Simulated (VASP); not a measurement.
Wanted: the native input for a VASP 6.6.1 run.

| Item | Value |
| --- | --- |
| Task | single point |
| Functional | r2SCAN |
| Potentials or basis | VASP PAW PBE potentials, release 64 (Si) |
| Cutoff | 520 eV |
| k mesh | 13 × 13 × 13 |
| Occupations | fermi-dirac, width 0.08 eV |
| Spin | no spin polarisation |
| Dipole correction | no |
| Further INCAR settings | ALGO = Normal; EDIFF = 1e-06; NBANDS = 11 |

The system is Si.

```
Si
1.0
     0.00000    2.72210    2.72210
     2.72210    0.00000    2.72210
     2.72210    2.72210    0.00000
Si
2
Direct
  0.87500 0.87500 0.87500
  0.12500 0.12500 0.12500
```

One way to write it, as run:

POSCAR

```
Si
1.0
    0.0000000000      2.7220971858      2.7220971858
    2.7220971858      0.0000000000      2.7220971858
    2.7220971858      2.7220971858      0.0000000000
Si
2
Direct
   -0.1250000000     -0.1250000000     -0.1250000000
    0.1250000000      0.1250000000      0.1250000000
```

INCAR.step1

```
SYSTEM = Si
ALGO = Normal
EDIFF = 1E-4
ENCUT = 520
GGA = PE
ISMEAR = -1
LASPH = .TRUE.
LCHARG = .FALSE.
LREAL = .FALSE.
LWAVE = .TRUE.
NBANDS = 11
NELM = 100
PREC = Accurate
SIGMA = 0.08
```

INCAR.step2

```
SYSTEM = Si
ALGO = Normal
EDIFF = 1E-6
ENCUT = 520
ISIF = 2
ISMEAR = -1
ISTART = 1
LASPH = .TRUE.
LCHARG = .TRUE.
LELF = .TRUE.
LMIXTAU = .TRUE.
LREAL = .FALSE.
LVHAR = .TRUE.
LWAVE = .FALSE.
METAGGA = R2SCAN
NBANDS = 11
NELM = 100
PREC = Accurate
SIGMA = 0.08
```

KPOINTS

```
k-points
0
G
  13 13 13
  0 0 0
```

Potentials or basis: VASP PAW PBE potentials, release 64 (Si).

Run with:

```console
$ cat potpaw_PBE.64/Si/POTCAR > POTCAR
$ cp INCAR.step1 INCAR
$ mpirun -np 1 vasp_std > vasp.out
$ cp INCAR.step2 INCAR
$ mpirun -np 1 vasp_std > vasp.out
```

Results of the run:

| Quantity | Value |
| --- | --- |
| Pressure | -0.2 GPa |
| Band gap on the k mesh | 0.81 eV, indirect (least direct gap 2.76 eV) |

Caveat: the PAW data sets were made with another functional, which shifts forces and pressure a little.

Wall time 98 s on 1 thread of Intel(R) Xeon(R) Platinum 8559C (Emerald Rapids) (shared host), peak memory 0.17 GiB.
